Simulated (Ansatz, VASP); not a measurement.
# One calculation of Ti2Ge6Mo, two programs

```xyz
9
Lattice="0.0000 4.2367 7.1391 2.3748 0.0000 7.1391 2.3748 4.2367 0.0000" Properties=species:S:1:pos:R:3 pbc="T T T"
Ti    2.3748    4.2367    9.5589
Ti    2.3748    4.2367    4.7192
Ge    2.3748    2.8622    2.3530
Ge    2.3748    2.8636    7.1391
Ge    2.3748    2.8622   11.9251
Ge    2.3748    5.6113    2.3530
Ge    2.3748    5.6098    7.1391
Ge    2.3748    5.6113   11.9251
Mo    0.0000    0.0000    0.0000
```

Alike in both runs: functional PBE; k mesh 4 × 4 × 4; occupations gaussian, width 0.1 eV; no spin polarisation.

Ansatz relaxed the structure, and its values are those at the end. VASP's run is a single point on that final structure, the one shown.

|  | VASP | Ansatz |
| --- | --- | --- |
| version | VASP 6.6.1 | Ansatz 0.2.0 |
| potentials or method | VASP PAW PBE potentials, release 64 (Ti_sv, Ge_d, Mo_sv), cutoff 520 eV | scalar-relativistic, plane waves, PAW |
| valence electrons in the cell | 122 | 122 |

```csv
,VASP,Ansatz,Ansatz less VASP
gap on the k mesh at the Fermi level (eV),none,none,-
pressure (GPa),0.1,0.0,-0.13
rms of the force components (eV/Å),0.006,0.005,-0.0011
```

A gap of «none» marks a metal or a gap that the smearing closes.

The k mesh is coarse, so the values compare programs but aren't converged.
